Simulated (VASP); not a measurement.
# MgMnNbO4 (Imm2) in VASP: single point with PBE

Aim: the single point of MgMnNbO4 with PBE.

All numbers are computed with VASP 6.6.1; they aren't measurements. Logs are shortened: lines on timing, memory, paths and dates and some standing lists are left out, and cuts for length are marked.

### Step 1. The cell of the first run

It takes space group Imm2 (No. 44, orthorhombic). Conventional cell: a = 4.114 Å, b = 4.119 Å, c = 9.361 Å, α = 90.00°, β = 90.00°, γ = 90.00°. Within 2.7 Å of Nb (site symmetry mm2) lie 6 O at 2.06 to 2.10 Å. Mn (site symmetry mm2) has 6 O at 2.07 to 2.47 Å within 2.7 Å. Within 2.7 Å of Mg (site symmetry mm2) lie 6 O at 2.07 to 2.22 Å. Within 2.7 Å of O (site symmetry mm2) lie 2 Mn at 2.07 Å and 2 Mg at 2.07 Å and 1 Nb at 2.10 Å. Within 2.7 Å of O (site symmetry mm2) lie 2 Nb at 2.06 Å and 1 Mg at 2.22 Å and 1 Mn at 2.47 Å. O (site symmetry mm2) has 2 Mg at 2.07 Å and 2 Mn at 2.07 Å and 1 Nb at 2.10 Å within 2.7 Å. O (site symmetry mm2) has 2 Nb at 2.06 Å and 1 Mg at 2.22 Å and 1 Mn at 2.45 Å within 2.7 Å.

### Step 2. Single point, PBE, collinear spin, ferromagnetic start

Input file INCAR:

```
ALGO = Normal ; EDIFF = 1E-6
ENCUT = 600 ; GGA = PE
GGA_COMPAT = False ; ISIF = 2
ISMEAR = -1 ; ISPIN = 2
KPAR = 4 ; LASPH = True
LCHARG = False ; LMAXMIX = 4
LORBIT = 11 ; LREAL = False
LWAVE = False ; MAGMOM = 0 4 0 0 0 0 0
NBANDS = 39 ; NELM = 200
PREC = Accurate ; SIGMA = 0.05
```

Input file KPOINTS:

```
k-points
0
Gamma
  9 9 9
```

Input file POSCAR:

```
MgMnNbO4
1.0
   -2.0571576739      2.0593275100      4.6806149699
    2.0571576739     -2.0593275100      4.6806149699
    2.0571576739      2.0593275100     -4.6806149699
Nb Mn Mg O
1 1 1 4
Direct
    0.0001230000      0.0001230000      0.0000000000
    0.7490940000      0.2490940000      0.5000000000
    0.2503950000      0.7503950000      0.5000000000
    0.7755000000      0.7755000000      0.0000000000
    0.0128660000      0.5128660000      0.5000000000
    0.2247700000      0.2247700000      0.0000000000
    0.4872520000      0.9872520000      0.5000000000
```

Potentials or basis: VASP PAW PBE potentials, release 64 (Nb_sv, Mn_pv, Mg, O).

Run with:

```console
cat potpaw_PBE.64/Nb_sv/POTCAR potpaw_PBE.64/Mn_pv/POTCAR potpaw_PBE.64/Mg/POTCAR potpaw_PBE.64/O/POTCAR > POTCAR
mpirun -np 4 vasp_std > vasp.out
```

OUTCAR:

```text
EDIFF = 1E-6
   ENCUT = 600
   GGA = PE
   ISIF = 2
   ISMEAR = -1
   ISPIN = 2
   LASPH = True
   LORBIT = 11
   LREAL = False
   NELM = 200
   PREC = Accurate

 ion  position               nearest neighbor table
   1  0.000  0.000  0.000-   5 2.06   5 2.06   7 2.06   7 2.06   4 2.10   6 2.10   2 3.11   2 3.11
                             3 3.12   3 3.12   3 3.12   3 3.12
   2  0.749  0.249  0.500-   6 2.07   6 2.07   4 2.07   4 2.07   7 2.45   5 2.47   3 2.91   3 2.91
                             3 2.91   3 2.91   1 3.11   1 3.11
   3  0.250  0.750  0.500-   6 2.07   6 2.07   4 2.07   4 2.07   7 2.22   5 2.22   2 2.91   2 2.91
                             2 2.91   2 2.91   1 3.12   1 3.12   1 3.12   1 3.12
   4  0.776  0.776  0.000-   2 2.07   2 2.07   3 2.07   3 2.07   1 2.10
   5  0.013  0.513  0.500-   1 2.06   1 2.06   3 2.22   2 2.47
   6  0.225  0.225  0.000-   3 2.07   3 2.07   2 2.07   2 2.07   1 2.10
   7  0.487  0.987  0.500-   1 2.06   1 2.06   3 2.22   2 2.45

  LATTYP: Found a body centered orthorhombic cell.
 ALAT       =     4.1143153478
 B/A-ratio  =     1.0010547738
 C/A-ratio  =     2.2752825558

  Lattice vectors:

 A1 = (  -2.0571576739,   2.0593275100,   4.6806149699)
 A2 = (   2.0571576739,  -2.0593275100,   4.6806149699)
 A3 = (   2.0571576739,   2.0593275100,  -4.6806149699)

Analysis of symmetry for initial positions (statically):
=====================================================================
 Subroutine PRICEL returns:
 Original cell was already a primitive cell.

 Routine SETGRP: Setting up the symmetry group for a
 body centered orthorhombic supercell.

 Subroutine GETGRP returns: Found  4 space group operations
 (whereof  4 operations were pure point group operations)
 out of a pool of  8 trial point group operations.

The static configuration has the point symmetry C_2v.

Analysis of symmetry for dynamics (positions and initial velocities):
=====================================================================
 Subroutine PRICEL returns:
 Original cell was already a primitive cell.

 Routine SETGRP: Setting up the symmetry group for a
 body centered orthorhombic supercell.

 Subroutine GETGRP returns: Found  4 space group operations
 (whereof  4 operations were pure point group operations)
 out of a pool of  8 trial point group operations.

The dynamic configuration has the point symmetry C_2v.

Analysis of structural, dynamic, and magnetic symmetry:
=====================================================================
 Subroutine PRICEL returns:
 Original cell was already a primitive cell.

 Routine SETGRP: Setting up the symmetry group for a
 body centered orthorhombic supercell.

 Subroutine GETGRP returns: Found  4 space group operations
 (whereof  4 operations were pure point group operations)
 out of a pool of  8 trial point group operations.

The overall configuration has the point symmetry C_2v.

 Subroutine INISYM returns: Found  4 space group operations
 (whereof  4 operations are pure point group operations),
 and found     1 'primitive' translations

----------------------------------------------------------------------------------------

                                     Primitive cell

  volume of cell :      79.3151

  direct lattice vectors                    reciprocal lattice vectors
    -2.057157674  2.059327510  4.680614970     0.000000000  0.242797708  0.106823570
     2.057157674 -2.059327510  4.680614970     0.243053805  0.000000000  0.106823570
     2.057157674  2.059327510 -4.680614970     0.243053805  0.242797708  0.000000000

  length of vectors
     5.511885701  5.511885701  5.511885701     0.265258369  0.265492801  0.343548947

  position of ions in fractional coordinates (direct lattice)
     0.000123000  0.000123000  0.000000000
     0.749094000  0.249094000  0.500000000
     0.250395000  0.750395000  0.500000000
     0.775500000  0.775500000  0.000000000
     0.012866000  0.512866000  0.500000000
     0.224770000  0.224770000  0.000000000
     0.487252000  0.987252000  0.500000000

  ion indices of the primitive-cell ions
   primitive index   ion index
                 1           1
                 2           2
                 3           3
                 4           4
                 5           5
                 6           6
                 7           7

----------------------------------------------------------------------------------------

 KPOINTS: k-points

Automatic generation of k-mesh.
 Grid dimensions read from file:
 generate k-points for:    9    9    9

 Generating k-lattice:

  Cartesian coordinates                     Fractional coordinates (reciprocal lattice)
     0.000000000  0.026977523  0.011869286     0.111111111  0.000000000 -0.000000000
     0.027005978  0.000000000  0.011869286     0.000000000  0.111111111  0.000000000
     0.027005978  0.026977523  0.000000000    -0.000000000  0.000000000  0.111111111

  Length of vectors
     0.029473152  0.029499200  0.038172105

  Shift w.r.t. Gamma in fractional coordinates (k-lattice)
     0.000000000  0.000000000  0.000000000

 Subroutine IBZKPT returns following result:
 ===========================================

 Found    125 irreducible k-points:

 Following reciprocal coordinates:
            Coordinates               Weight
  0.000000  0.000000  0.000000      1.000000
  0.111111 -0.000000  0.000000      4.000000
  0.222222  0.000000  0.000000      4.000000
  0.333333  0.000000  0.000000      4.000000
  0.444444  0.000000  0.000000      4.000000
 -0.000000  0.111111  0.000000      4.000000
[... 16 lines left out ...]
 -0.111111  0.222222  0.000000      8.000000
 -0.000000  0.333333  0.000000      4.000000
 [... further k-points ...]
   k-points           NKPTS =    125   k-points in BZ     NKDIM =    125   number of bands    NBANDS=     39
   number of dos      NEDOS =    301   number of ions     NIONS =      7
   total plane-waves  NPLWV = 110592
   dimension x,y,z NGX =    48 NGY =   48 NGZ =   48
   dimension x,y,z NGXF=    96 NGYF=   96 NGZF=   96
   ions per type =               1   1   1   4
   NGX,Y,Z   is equivalent  to a cutoff of  14.48, 14.48, 14.48 a.u.
   NGXF,Y,Z  is equivalent  to a cutoff of  28.95, 28.95, 28.95 a.u.
 SYSTEM =  unknown system
   PREC   = accura    normal or accurate (medium, high low for compatibility)
   ISTART =      0    job   : 0-new  1-cont  2-samecut
   ICHARG =      2    charge: 1-file 2-atom 10-const
   ISPIN  =      2    spin polarized calculation?
   LNONCOLLINEAR =      F non collinear calculations
   LSORBIT =      F    spin-orbit coupling
   LASPH  =      T    aspherical Exc in radial PAW
   ENCUT  =  600.0 eV  44.10 Ry    6.64 a.u.  11.01 11.01 11.01*2*pi/ulx,y,z
   NELM   =    200;   NELMIN=  2; NELMDL= -5     # of ELM steps
   EDIFF  = 0.1E-05   stopping-criterion for ELM
   LREAL  =      F    real-space projection
   EDIFFG = 0.1E-04   stopping-criterion for IOM
   NSW    =      0    number of steps for IOM
   IBRION =     -1    ionic relax: 0-MD 1-quasi-New 2-CG
   NFREE  =      0    steps in history (QN), initial steepest desc. (CG)
   ISIF   =      2    stress and relaxation
   ISYM   =      2    0-nonsym 1-usesym 2-fastsym
   POTIM  = 0.5000    time-step for ionic-motion
   TEBEG  =    0.0;   TEEND  =   0.0 temperature during run
   PSTRESS=    0.0 pullay stress
   NELECT =      52.0000    total number of electrons
   NUPDOWN=      -1.0000    fix difference up-down
   EMIN   =  10.00;   EMAX   =-10.00  energy-range for DOS
   EFERMI =   0.00;   METHOD = LEGACY
   ISMEAR =    -1;   SIGMA  =   0.05  broadening in eV -4-tet -1-fermi 0-gaus
   EFERMI_NEDOS =   21; number of points for ismear=-14 and -15
   IALGO  =     38    algorithm
   IMIX   =      4    mixing-type and parameters
     AMIX     =   0.40;   BMIX     =  1.00
     AMIX_MAG =   1.60;   BMIX_MAG =  1.00
  volume/ion in A,a.u.               =      11.33        76.46
  Fermi-wavevector in a.u.,A,eV,Ry     =   1.422189  2.687547 27.519436  2.022621
  Thomas-Fermi vector in A             =   2.542919
   LORBIT       =     11    0 simple, 1 ext, 2 COOP (PROOUT), +10 PAW based schemes
   GGA     = PE    functional components
   LHFCALC =     F    Hartree Fock is set to
   AEXX    =    0.0000 exact exchange contribution
   IVDW    =     0    specifies the selected vdW correction
   LEPSILON=     F    determine dielectric tensor
   LRPA    =     F    only Hartree local field effects (RPA)
 spin polarized calculation
  energy-cutoff  :      600.00
  volume of cell :       79.32
 maximum number of plane-waves:      2680
 NGX is ok and might be reduce to    48
   NGX = 23   NGY = 23   NGZ = 23

 number of electron      52.0000000 magnetization       3.7776990

 Free energy of the ion-electron system (eV)
  ---------------------------------------------------
  ext. energy  EPLUGINS =         0.00000000
  ---------------------------------------------------
  free energy    TOTEN  =       -55.73372040 eV

  energy without entropy =      -55.72070686  energy(sigma->0) =      -55.72721363

 E-fermi :   7.2671     XC(G=0): -11.1252

 val. band max:        7.2462560580   @ k =   0.3333  -0.3333   0.1111
 cond. band min:       7.2673401663   @ k =   0.1111   0.2222   0.0000
 fundamental gap:      0.0210841083
 Fermi energy:         7.2671348136

 spin component 1

 k-point     1 :       0.0000    0.0000    0.0000
  band No.  band energies     occupation
      1     -49.3051      1.00000
      2     -43.3624      1.00000
      3     -43.3550      1.00000
      4     -43.3309      1.00000
      5     -25.3922      1.00000
      6     -25.3871      1.00000
[... 30 lines left out ...]
     37      15.4420      0.00000
     38      16.8761      0.00000

 k-point     2 :       0.1111   -0.0000    0.0000
  band No.  band energies     occupation
      1     -49.3049      1.00000
      2     -43.3624      1.00000
      3     -43.3553      1.00000
      4     -43.3309      1.00000
      5     -25.3985      1.00000
      6     -25.3917      1.00000
[... 894 lines left out ...]
 k-point    24 :      -0.0000    0.3333    0.0000
  band No.  band energies     occupation
      1     -49.3039      1.00000
      2     -43.3642      1.00000
      3     -43.3549      1.00000
      4     -43.3307      1.00000
      5     -25.4731      1.00000
      6     -25.3910      1.00000
[... 30 lines left out ...]
     37      15.7650      0.00000
     38      16.3147      0.00000

 [... further k-points ...]

 spin component 2

 k-point     1 :       0.0000    0.0000    0.0000
  band No.  band energies     occupation
      1     -49.7457      1.00000
      2     -38.9421      1.00000
      3     -38.9388      1.00000
      4     -38.9062      1.00000
      5     -25.9821      1.00000
      6     -25.8371      1.00000
[... 30 lines left out ...]
     37      16.2279      0.00000
     38      17.0138      0.00000

 k-point     2 :       0.1111   -0.0000    0.0000
  band No.  band energies     occupation
      1     -49.7456      1.00000
      2     -38.9426      1.00000
      3     -38.9388      1.00000
      4     -38.9061      1.00000
      5     -25.9819      1.00000
      6     -25.8491      1.00000
[... 894 lines left out ...]
 k-point    24 :      -0.0000    0.3333    0.0000
  band No.  band energies     occupation
      1     -49.7445      1.00000
      2     -38.9420      1.00000
      3     -38.9420      1.00000
      4     -38.9059      1.00000
      5     -25.9809      1.00000
      6     -25.9166      1.00000
[... 30 lines left out ...]
     37      16.1161      0.00000
     38      16.6151      0.00000

 [... further k-points ...]

 [bands above 38 left out]

------------------------ aborting loop because EDIFF is reached ----------------------------------------

  FORCE on cell =-STRESS in cart. coord.  units (eV):
  Direction    XX          YY          ZZ          XY          YZ          ZX
  --------------------------------------------------------------------------------------
  -------------------------------------------------------------------------------------
  Total        0.2308916      0.2017218      0.4977645      0.0000000      0.0000000      0.0000000
  in kB        4.6640450      4.0748115     10.0549202      0.0000000      0.0000000      0.0000000
  external PRESSURE =       6.2645922 kB  Pullay stress =       0.0000000 kB

 VOLUME and BASIS-vectors are now :
 -----------------------------------------------------------------------------
  energy-cutoff  :      600.00
  volume of cell :       79.32
      direct lattice vectors                 reciprocal lattice vectors
    -2.057157674  2.059327510  4.680614970     0.000000000  0.242797708  0.106823570
     2.057157674 -2.059327510  4.680614970     0.243053805  0.000000000  0.106823570
     2.057157674  2.059327510 -4.680614970     0.243053805  0.242797708  0.000000000

 POSITION                                       TOTAL-FORCE (eV/Angst)
 -----------------------------------------------------------------------------------
      0.00000      0.00000      0.00115         0.000000     -0.000000      0.026140
      0.00000      2.05933      2.33183         0.000000     -0.000000     -0.042526
      2.05716      0.00000      2.34401         0.000000     -0.000000      0.003843
      0.00000      0.00000      7.25963         0.000000      0.000000     -0.431364
      2.05716      0.00000      0.12044         0.000000     -0.000000      0.171010
      0.00000      0.00000      2.10412        -0.000000      0.000000      0.441660
      2.05716      0.00000      4.56128        -0.000000     -0.000000     -0.168764
 -----------------------------------------------------------------------------------
    total drift:                               -0.000000      0.000000     -0.000052

  FREE ENERGIE OF THE ION-ELECTRON SYSTEM (eV)
  ---------------------------------------------------
  free  energy   TOTEN  =       -55.7337203986 eV

  energy  without entropy=      -55.7207068587  energy(sigma->0) =      -55.72721363

 total charge

# of ion       s       p       d       tot
------------------------------------------
    1        2.172   6.086   2.157  10.416
    2        0.223   6.210   5.032  11.465
    3        0.138   0.163   0.076   0.377
    4        1.551   3.525   0.000   5.077
    5        1.557   3.461   0.000   5.018
    6        1.552   3.525   0.000   5.077
    7        1.557   3.461   0.000   5.018
--------------------------------------------------
tot          8.750  26.432   7.265  42.446

 magnetization (x)

# of ion       s       p       d       tot
------------------------------------------
    1       -0.005  -0.006  -0.601  -0.612
    2        0.037   0.027   4.056   4.121
    3        0.001   0.000   0.001   0.002
    4        0.009   0.028   0.000   0.037
    5        0.005   0.060   0.000   0.065
    6        0.009   0.028   0.000   0.037
    7        0.005   0.060   0.000   0.065
--------------------------------------------------
tot          0.061   0.198   3.455   3.714
```

Run time: 8 min. Hardware: 4 MPI ranks of AMD EPYC 7R13 (Zen 3), shared host; peak memory 0.94 GiB.

What came out:

```
Free energy                                           : -55.7337 eV
Pressure                                              : 0.6 GPa
Largest force                                         : 0.442 eV/Å
Net moment                                            : 3.78 μB per cell
Site moments                                          : Nb -0.61; Mn +4.12; Mg +0.00; O +0.04, +0.07 (each value once) μB
Valence electrons inside the program's atomic spheres : Nb 10.42; Mn 11.46; Mg 0.38; O 5.08, 5.02 (each value once)
```

Forces in eV/Å, atoms in the order of the input:
```
Nb   0.000  0.000  0.026
Mn   0.000  0.000 -0.043
Mg   0.000  0.000  0.004
O    0.000  0.000 -0.431
O    0.000  0.000  0.171
O    0.000  0.000  0.442
O    0.000  0.000 -0.169
```

Caveat: a cell with one magnetic atom can't hold antiferromagnetic order, which such compounds often take; semilocal functionals often make such compounds metallic where correlation or magnetic order opens a gap, which also shifts bond lengths. With open d or f shells a metallic result of PBE can be an artefact of self-interaction; +U or a hybrid may open a gap.
